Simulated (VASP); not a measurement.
## CaScBr5: single point with PBEsol

The system is CaScBr5.

```xyz
7
Lattice="5.6900 -0.0006 -0.3808 -0.0001 4.0608 -0.0182 -0.6764 -0.0100 10.0011" Properties=species:S:1:pos:R:3 pbc="T T T"
Ca    3.0306    2.0435   -1.7184
Sc   -0.4258   -0.0122    5.1591
Br   -1.7962    2.0139    4.1836
Br   -0.5248    2.0290    7.3439
Br    0.8531   -0.0221    3.1041
Br    2.1450   -0.0060    6.2439
Br    3.3939    0.0211    0.0857
```

| Quantity | Value |
| --- | --- |
| Program | VASP 6.6.1 |
| Task | single point |
| Functional | PBEsol |
| Potentials or basis | VASP PAW PBE potentials, release 64 (Ca_sv, Sc_sv, Br) |
| Cutoff | 520 eV |
| k mesh | 4 × 4 × 2 |
| Occupations | fermi-dirac, width 0.05 eV |
| Spin | no spin polarisation |
| Dipole correction | no |
| Further INCAR settings | ALGO = Normal; EDIFF = 1e-07; NBANDS = 37 |

```
Pressure               : 0.1 GPa
Largest force          : 0.035 eV/Å
Band gap on the k mesh : 2.55 eV (least direct gap 2.59 eV)
```

Forces in eV/Å, atoms in the order of the input:
```
Ca   0.005  0.000 -0.002
Sc  -0.007  0.000  0.025
Br  -0.016  0.000 -0.015
Br  -0.005  0.000  0.008
Br   0.015  0.000 -0.031
Br   0.005  0.000 -0.010
Br   0.004  0.000  0.025
```

Levels at points of the mesh, in eV from the valence-band top:
| k point | band 24 | band 25 | band 26 | band 27 | band 28 | band 29 | band 30 | band 31 | band 32 | band 33 |
| --- | --- | --- | --- | --- | --- | --- | --- | --- | --- | --- |
| (0.00, 0.00, 0.00) | -0.83 | -0.73 | -0.35 | -0.12 | -0.01 | 2.68 | 3.21 | 3.22 | 3.74 | 3.79 |
| (0.50, 0.00, 0.00) | -0.98 | -0.76 | -0.71 | -0.21 | -0.06 | 2.80 | 3.07 | 3.21 | 3.51 | 3.78 |
| (0.00, 0.50, 0.00) | -1.42 | -1.07 | -0.64 | -0.54 | -0.32 | 2.87 | 3.00 | 3.10 | 3.55 | 4.25 |
| (0.50, 0.50, 0.00) | -1.03 | -1.01 | -0.61 | -0.20 | -0.10 | 2.80 | 2.91 | 3.12 | 3.50 | 4.00 |
| (0.00, 0.00, 0.50) | -0.84 | -0.75 | -0.72 | -0.13 | 0.00 | 2.68 | 3.21 | 3.21 | 3.74 | 3.79 |
| (0.50, 0.00, 0.50) | -0.99 | -0.76 | -0.67 | -0.21 | -0.01 | 2.80 | 3.04 | 3.20 | 3.53 | 3.79 |
| (0.00, 0.50, 0.50) | -1.27 | -0.98 | -0.65 | -0.54 | -0.38 | 2.85 | 3.00 | 3.10 | 3.57 | 4.15 |
| (0.50, 0.50, 0.50) | -1.07 | -0.98 | -0.68 | -0.16 | -0.10 | 2.80 | 2.92 | 3.12 | 3.52 | 4.00 |

It took 7.7 min on 1 thread of Intel Xeon 8259CL, on a shared host, peak memory 0.4 GiB.

Caveat: the PAW data sets were made with another functional, which shifts forces and pressure a little. A k mesh can miss the band edges.
